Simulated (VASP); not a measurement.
# Al3InAs4 (Pmm2) in VASP: further runs

Al3InAs4 is run at these levels: PBE; tasks: single point.

All numbers are computed with VASP 6.6.1; they aren't measurements. Logs are shortened: lines on timing, memory, paths and dates and some standing lists are left out, and cuts for length are marked.

## Step 1: The cell of the first run

The structure is orthorhombic, space group Pmm2 (No. 25). The conventional cell has a = 4.124 Å, b = 8.255 Å, c = 5.837 Å, α = 90.00°, β = 90.00°, γ = 90.00°. Al (site symmetry m) has 4 As at 2.48 to 2.50 Å within 3.3 Å. Within 3.3 Å of Al (site symmetry mm2) lie 4 As at 2.47 to 2.50 Å. In (site symmetry mm2) has 4 As at 2.64 to 2.65 Å within 3.5 Å. Within 3.3 Å of As (site symmetry m) lie 3 Al at 2.47 to 2.49 Å and 1 In at 2.65 Å. Within 3.3 Å of As (site symmetry mm2) lie 2 Al at 2.48 Å and 2 In at 2.64 Å. As (site symmetry mm2) has 4 Al at 2.50 Å within 3.3 Å.

## Step 2: Single point, PBE

The input, INCAR:

```
SYSTEM = Al3InAs4
ALGO = Normal ; EDIFF = 1E-7
ENCUT = 520 ; GGA = PE
ISIF = 2 ; ISMEAR = 0
LASPH = .True. ; LCHARG = .True.
LELF = .True. ; LREAL = .False.
LVHAR = .True. ; LWAVE = .False.
NBANDS = 31 ; NELM = 80
PREC = Accurate ; SIGMA = 0.1
```

The input, KPOINTS:

```
k-points
0
Gamma
  4 2 4
  0 0 0
```

The input, POSCAR:

```
Al3InAs4
1.0
    4.1236129000      0.0000000000      0.0000000000
    0.0000000000      8.2545528000      0.0000000000
    0.0000000000      0.0000000000      5.8373508000
Al In As
3 1 4
Direct
    0.0000000000      0.7421840000      0.0000870000
    0.0000000000      0.2578160000      0.0000870000
    0.5000000000      0.5000000000      0.5010100000
    0.5000000000      0.0000000000      0.5002330000
    0.5000000000      0.7364500000      0.7607780000
    0.0000000000      0.0000000000      0.2190110000
    0.5000000000      0.2635500000      0.7607780000
    0.0000000000      0.5000000000      0.2580150000
```

Potentials or basis: VASP PAW PBE potentials, release 64 (Al, In_d, As).

Run with:

```bash
> cat potpaw_PBE.64/Al/POTCAR potpaw_PBE.64/In_d/POTCAR potpaw_PBE.64/As/POTCAR > POTCAR
> mpirun -np 1 vasp_std > vasp.out
```

OUTCAR:

```text
SYSTEM = Al3InAs4
   EDIFF = 1E-7
   ENCUT = 520
   GGA = PE
   ISIF = 2
   ISMEAR = 0
   LASPH = .True.
   LREAL = .False.
   NELM = 80
   PREC = Accurate

 ion  position               nearest neighbor table
   1  0.000  0.742  0.000-   6 2.48   5 2.49   5 2.49   8 2.50
   2  0.000  0.258  0.000-   6 2.48   7 2.49   7 2.49   8 2.50
   3  0.500  0.500  0.501-   5 2.47   7 2.47   8 2.50   8 2.50
   4  0.500  0.000  0.500-   6 2.64   6 2.64   7 2.65   5 2.65
   5  0.500  0.736  0.761-   3 2.47   1 2.49   1 2.49   4 2.65
   6  0.000  0.000  0.219-   1 2.48   2 2.48   4 2.64   4 2.64
   7  0.500  0.264  0.761-   3 2.47   2 2.49   2 2.49   4 2.65
   8  0.000  0.500  0.258-   3 2.50   3 2.50   1 2.50   2 2.50

  LATTYP: Found a simple orthorhombic cell.
 ALAT       =     4.1236129000
 B/A-ratio  =     1.4155913616
 C/A-ratio  =     2.0017768399

  Lattice vectors:

 A1 = (  -4.1236129000,   0.0000000000,   0.0000000000)
 A2 = (   0.0000000000,   0.0000000000,   5.8373508000)
 A3 = (   0.0000000000,   8.2545528000,   0.0000000000)

Analysis of symmetry for initial positions (statically):
=====================================================================
 Subroutine PRICEL returns:
 Original cell was already a primitive cell.

 Routine SETGRP: Setting up the symmetry group for a
 simple orthorhombic supercell.

 Subroutine GETGRP returns: Found  4 space group operations
 (whereof  4 operations were pure point group operations)
 out of a pool of  8 trial point group operations.

The static configuration has the point symmetry C_2v.

Analysis of symmetry for dynamics (positions and initial velocities):
=====================================================================
 Subroutine PRICEL returns:
 Original cell was already a primitive cell.

 Routine SETGRP: Setting up the symmetry group for a
 simple orthorhombic supercell.

 Subroutine GETGRP returns: Found  4 space group operations
 (whereof  4 operations were pure point group operations)
 out of a pool of  8 trial point group operations.

The dynamic configuration has the point symmetry C_2v.

 Subroutine INISYM returns: Found  4 space group operations
 (whereof  4 operations are pure point group operations),
 and found     1 'primitive' translations

----------------------------------------------------------------------------------------

                                     Primitive cell

  volume of cell :     198.6951

  direct lattice vectors                    reciprocal lattice vectors
     4.123612900  0.000000000  0.000000000     0.242505789  0.000000000  0.000000000
     0.000000000  8.254552800  0.000000000     0.000000000  0.121145267  0.000000000
     0.000000000  0.000000000  5.837350800     0.000000000  0.000000000  0.171310588

  length of vectors
     4.123612900  8.254552800  5.837350800     0.242505789  0.121145267  0.171310588

  position of ions in fractional coordinates (direct lattice)
     0.000000000  0.742184000  0.000087000
     0.000000000  0.257816000  0.000087000
     0.500000000  0.500000000  0.501010000
     0.500000000  0.000000000  0.500233000
     0.500000000  0.736450000  0.760778000
     0.000000000  0.000000000  0.219011000
     0.500000000  0.263550000  0.760778000
     0.000000000  0.500000000  0.258015000

  ion indices of the primitive-cell ions
   primitive index   ion index
                 1           1
                 2           2
                 3           3
                 4           4
                 5           5
                 6           6
                 7           7
                 8           8

----------------------------------------------------------------------------------------

 KPOINTS: k-points

Automatic generation of k-mesh.
 Grid dimensions read from file:
 generate k-points for:    4    2    4

 Generating k-lattice:

  Cartesian coordinates                     Fractional coordinates (reciprocal lattice)
     0.060626447  0.000000000  0.000000000     0.250000000  0.000000000  0.000000000
     0.000000000  0.060572633  0.000000000     0.000000000  0.500000000  0.000000000
     0.000000000  0.000000000  0.042827647     0.000000000  0.000000000  0.250000000

  Length of vectors
     0.060626447  0.060572633  0.042827647

  Shift w.r.t. Gamma in fractional coordinates (k-lattice)
     0.000000000  0.000000000  0.000000000

 Subroutine IBZKPT returns following result:
 ===========================================

 Found     18 irreducible k-points:

 Following reciprocal coordinates:
            Coordinates               Weight
  0.000000  0.000000  0.000000      1.000000
  0.250000  0.000000  0.000000      2.000000
  0.500000  0.000000  0.000000      1.000000
  0.000000  0.500000  0.000000      1.000000
  0.250000  0.500000  0.000000      2.000000
  0.500000  0.500000  0.000000      1.000000
[... 10 lines left out ...]
  0.250000  0.500000  0.500000      2.000000
  0.500000  0.500000  0.500000      1.000000
   k-points           NKPTS =     18   k-points in BZ     NKDIM =     18   number of bands    NBANDS=     31
   number of dos      NEDOS =    301   number of ions     NIONS =      8
   total plane-waves  NPLWV =  98304
   dimension x,y,z NGX =    32 NGY =   64 NGZ =   48
   dimension x,y,z NGXF=    64 NGYF=  128 NGZF=   96
   ions per type =               3   1   4
   NGX,Y,Z   is equivalent  to a cutoff of  12.90, 12.89, 13.67 a.u.
   NGXF,Y,Z  is equivalent  to a cutoff of  25.80, 25.78, 27.34 a.u.
 SYSTEM =  Al3InAs4
   PREC   = accura    normal or accurate (medium, high low for compatibility)
   ISTART =      0    job   : 0-new  1-cont  2-samecut
   ICHARG =      2    charge: 1-file 2-atom 10-const
   ISPIN  =      1    spin polarized calculation?
   LNONCOLLINEAR =      F non collinear calculations
   LSORBIT =      F    spin-orbit coupling
   LASPH  =      T    aspherical Exc in radial PAW
   ENCUT  =  520.0 eV  38.22 Ry    6.18 a.u.   7.67 15.35 10.85*2*pi/ulx,y,z
   NELM   =     80;   NELMIN=  2; NELMDL= -5     # of ELM steps
   EDIFF  = 0.1E-06   stopping-criterion for ELM
   LREAL  =      F    real-space projection
   EDIFFG = 0.1E-05   stopping-criterion for IOM
   NSW    =      0    number of steps for IOM
   IBRION =     -1    ionic relax: 0-MD 1-quasi-New 2-CG
   NFREE  =      0    steps in history (QN), initial steepest desc. (CG)
   ISIF   =      2    stress and relaxation
   ISYM   =      2    0-nonsym 1-usesym 2-fastsym
   POTIM  = 0.5000    time-step for ionic-motion
   TEBEG  =    0.0;   TEEND  =   0.0 temperature during run
   PSTRESS=    0.0 pullay stress
   NELECT =      42.0000    total number of electrons
   NUPDOWN=      -1.0000    fix difference up-down
   EMIN   =  10.00;   EMAX   =-10.00  energy-range for DOS
   EFERMI =   0.00;   METHOD = LEGACY
   ISMEAR =     0;   SIGMA  =   0.10  broadening in eV -4-tet -1-fermi 0-gaus
   EFERMI_NEDOS =   21; number of points for ismear=-14 and -15
   IALGO  =     38    algorithm
   IMIX   =      4    mixing-type and parameters
     AMIX     =   0.40;   BMIX     =  1.00
     AMIX_MAG =   1.60;   BMIX_MAG =  1.00
  volume/ion in A,a.u.               =      24.84       167.61
  Fermi-wavevector in a.u.,A,eV,Ry     =   0.975204  1.842869 12.939454  0.951023
  Thomas-Fermi vector in A             =   2.105725
   LORBIT       =      0    0 simple, 1 ext, 2 COOP (PROOUT), +10 PAW based schemes
   GGA     = PE    functional components
   LHFCALC =     F    Hartree Fock is set to
   AEXX    =    0.0000 exact exchange contribution
   IVDW    =     0    specifies the selected vdW correction
   LEPSILON=     F    determine dielectric tensor
   LRPA    =     F    only Hartree local field effects (RPA)
 non-spin polarized calculation
 Gauss-broadening in eV      SIGMA  =   0.10
  energy-cutoff  :      520.00
  volume of cell :      198.70
 maximum number of plane-waves:      5396
 NGX is ok and might be reduce to    32
   NGX = 15   NGY = 31   NGZ = 21

 number of electron      41.9999989 magnetization

 Free energy of the ion-electron system (eV)
  ---------------------------------------------------
  ext. energy  EPLUGINS =         0.00000000
  ---------------------------------------------------
  free energy    TOTEN  =       -35.64669928 eV

  energy without entropy =      -35.64669928  energy(sigma->0) =      -35.64669928

 E-fermi :   4.3028     XC(G=0):  -8.9084

 val. band max:        3.8379464689   @ k =   0.0000   0.0000   0.0000
 cond. band min:       4.8698373106   @ k =   0.0000   0.0000   0.0000
 fundamental gap:      1.0318908417
 Fermi energy:         4.3028088372

 k-point     1 :       0.0000    0.0000    0.0000
  band No.  band energies     occupation
      1     -10.3704      2.00000
      2     -10.3199      2.00000
      3     -10.2777      2.00000
      4     -10.2125      2.00000
      5     -10.2029      2.00000
      6      -7.8951      2.00000
[... 23 lines left out ...]
     30       9.0720      0.00000
     31       9.2788      0.00000

 k-point     2 :       0.2500    0.0000    0.0000
  band No.  band energies     occupation
      1     -10.3668      2.00000
      2     -10.3162      2.00000
      3     -10.2936      2.00000
      4     -10.2140      2.00000
      5     -10.2041      2.00000
      6      -7.5159      2.00000
[... 23 lines left out ...]
     30       8.4235      0.00000
     31       9.1016      0.00000

 k-point     3 :       0.5000    0.0000    0.0000
  band No.  band energies     occupation
      1     -10.3886      2.00000
      2     -10.3126      2.00000
      3     -10.2848      2.00000
      4     -10.2249      2.00000
      5     -10.1927      2.00000
      6      -6.6638      2.00000
[... 499 lines left out ...]
     30       9.2294      0.00000
     31       9.3440      0.00000

 k-point    18 :       0.5000    0.5000    0.5000
  band No.  band energies     occupation
      1     -10.3946      2.00000
      2     -10.3158      2.00000
      3     -10.2840      2.00000
      4     -10.2246      2.00000
      5     -10.1903      2.00000
      6      -6.4282      2.00000
[... 23 lines left out ...]
     30       9.6758      0.00000
     31       9.9135      0.00000

------------------------ aborting loop because EDIFF is reached ----------------------------------------

  FORCE on cell =-STRESS in cart. coord.  units (eV):
  Direction    XX          YY          ZZ          XY          YZ          ZX
  --------------------------------------------------------------------------------------
  -------------------------------------------------------------------------------------
  Total        0.4868450      0.5402209     -0.3719137      0.0000000      0.0000000      0.0000000
  in kB        3.9256724      4.3560686     -2.9989243      0.0000000      0.0000000      0.0000000
  external PRESSURE =       1.7609389 kB  Pullay stress =       0.0000000 kB

 VOLUME and BASIS-vectors are now :
 -----------------------------------------------------------------------------
  energy-cutoff  :      520.00
  volume of cell :      198.70
      direct lattice vectors                 reciprocal lattice vectors
     4.123612900  0.000000000  0.000000000     0.242505789  0.000000000  0.000000000
     0.000000000  8.254552800  0.000000000     0.000000000  0.121145267  0.000000000
     0.000000000  0.000000000  5.837350800     0.000000000  0.000000000  0.171310588

 POSITION                                       TOTAL-FORCE (eV/Angst)
 -----------------------------------------------------------------------------------
      0.00000      6.12640      0.00051         0.000000      0.017362      0.000609
      0.00000      2.12816      0.00051        -0.000000     -0.017362      0.000609
      2.06181      4.12728      2.92457        -0.000000      0.000000      0.001316
      2.06181      0.00000      2.92004        -0.000000      0.000000     -0.010720
      2.06181      6.07907      4.44093        -0.000000      0.015948      0.017771
      0.00000      0.00000      1.27844        -0.000000      0.000000     -0.027635
      2.06181      2.17549      4.44093        -0.000000     -0.015948      0.017771
      0.00000      4.12728      1.50612        -0.000000      0.000000      0.000278
 -----------------------------------------------------------------------------------
    total drift:                                0.000000      0.000000      0.001615

  FREE ENERGIE OF THE ION-ELECTRON SYSTEM (eV)
  ---------------------------------------------------
  free  energy   TOTEN  =       -35.6466992792 eV

  energy  without entropy=      -35.6466992792  energy(sigma->0) =      -35.64669928
```

Run time: 4.4 min. Hardware: 1 thread of AMD EPYC 7R43 (Zen 3), shared host; peak memory 0.31 GiB.

Results:

| Quantity | Value |
| --- | --- |
| Free energy | -35.6467 eV |
| Pressure | 0.2 GPa |
| Largest force | 0.028 eV/Å |
| Band gap on the k mesh | 1.03 eV, direct |

Forces on the atoms (eV/Å):
```
Al   0.000  0.017  0.001
Al   0.000 -0.017  0.001
Al   0.000  0.000  0.001
In   0.000  0.000 -0.011
As   0.000  0.016  0.018
As   0.000  0.000 -0.028
As   0.000 -0.016  0.018
As   0.000  0.000  0.000
```

Caveat: spin-orbit coupling is left out, which moves the levels of the heavy elements. Expect the measured gap to be larger: semilocal functionals such as PBE lack the derivative discontinuity.

## Step 3: Single point, PBE

The input, INCAR:

```
PREC     = Accurate       # precision mode
ENCUT    = 520            # plane-wave cutoff, eV
EDIFF    = 1E-6           # SCF threshold, eV
ISMEAR   = 0              # smearing method
SIGMA    = 0.02           # smearing width, eV
LREAL    = False          # projectors in reciprocal space
LASPH    = True           # aspherical terms in the spheres
NELM     = 60             # most SCF steps
ALGO     = Normal         # electronic algorithm
ISIF     = 2              # what is computed and relaxed
LWAVE    = False          # write WAVECAR
LCHARG   = True           # write CHGCAR
GGA      = PE             # functional
LELF     = True           # ELF
LVHAR    = True         
NBANDS   = 31             # bands
```

The input, KPOINTS:

```
regular mesh
0
Gamma
  8 4 6
```

POSCAR is that of step 2.

Potentials or basis: VASP PAW PBE potentials, release 64 (Al, In_d, As).

Run with:

```bash
> cat potpaw_PBE.64/Al/POTCAR potpaw_PBE.64/In_d/POTCAR potpaw_PBE.64/As/POTCAR > POTCAR
> mpirun -np 1 vasp_std > vasp.out
```

Wall time 11 min (1 thread of AMD EPYC 7R43 (Zen 3), shared host); peak memory 0.48 GiB.

Results (log left out):

* Free energy: -35.8079 eV
* Pressure: 0.1 GPa
* Largest force: 0.008 eV/Å
* Band gap on the k mesh: 1.04 eV, direct

Forces on the atoms (eV/Å):
```
Al   0.000  0.002  0.003
Al   0.000 -0.002  0.003
Al   0.000  0.000 -0.004
In   0.000  0.000 -0.008
As   0.000 -0.002  0.002
As   0.000  0.000  0.002
As   0.000  0.002  0.002
As   0.000  0.000 -0.001
```

Levels at points of the mesh, in eV from the valence-band top:
| k point | band 19 | band 20 | band 21 | band 22 | band 23 | band 24 |
| --- | --- | --- | --- | --- | --- | --- |
| (0.00, 0.00, 0.00) | -0.19 | -0.08 | 0.00 | 1.04 | 1.43 | 2.07 |
| (0.50, 0.00, 0.00) | -2.09 | -1.19 | -0.80 | 1.43 | 1.45 | 1.72 |
| (0.00, 0.50, 0.00) | -1.08 | -0.49 | 0.00 | 1.86 | 2.36 | 2.66 |
| (0.50, 0.50, 0.00) | -2.11 | -2.02 | -1.78 | 2.55 | 2.61 | 2.65 |
| (0.00, 0.00, 0.50) | -0.90 | -0.89 | -0.53 | 1.42 | 1.70 | 2.25 |
| (0.50, 0.00, 0.50) | -0.95 | -0.90 | -0.72 | 1.45 | 1.65 | 4.18 |
| (0.00, 0.50, 0.50) | -1.32 | -1.13 | -0.62 | 2.47 | 2.50 | 2.58 |
| (0.50, 0.50, 0.50) | -1.58 | -1.57 | -1.52 | 3.03 | 3.23 | 3.24 |

Caveat: spin-orbit coupling is left out, which moves the levels of the heavy elements.
